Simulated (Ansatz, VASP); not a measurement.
# One calculation of CdTe, two programs

```
Cd Te
1.0
     0.00000    3.24050    3.24050
     3.24050    0.00000    3.24050
     3.24050    3.24050    0.00000
Cd Te
1 1
Direct
  0.00000 0.00000 0.00000
  0.25000 0.25000 0.25000
```

Alike in both runs: task single point; functional PBEsol; k mesh 6 × 6 × 6; no spin polarisation.

|  | VASP | Ansatz |
| --- | --- | --- |
| version | VASP 6.6.1 | Ansatz 0.2.0 |
| potentials or method | VASP PAW PBE potentials, release 64 (Cd, Te), cutoff 500 eV | scalar-relativistic, plane waves, PAW |
| occupations | gaussian, width 0.01 eV | fixed |
| valence electrons in the cell | 18 | 36 |

```csv
,VASP,Ansatz,Ansatz less VASP
gap on the k mesh at the Fermi level (eV),0.66,0.66,-0.004
least direct gap on the mesh (eV),0.66,0.66,-0.004
```

VASP's potentials were made for PBE, not for PBEsol, and Ansatz warns of the same on its side. VASP's potentials hold 18 valence electrons a cell and Ansatz's 36, so a difference there can come from the potentials and not from the codes.

Spin-orbit coupling is off throughout.
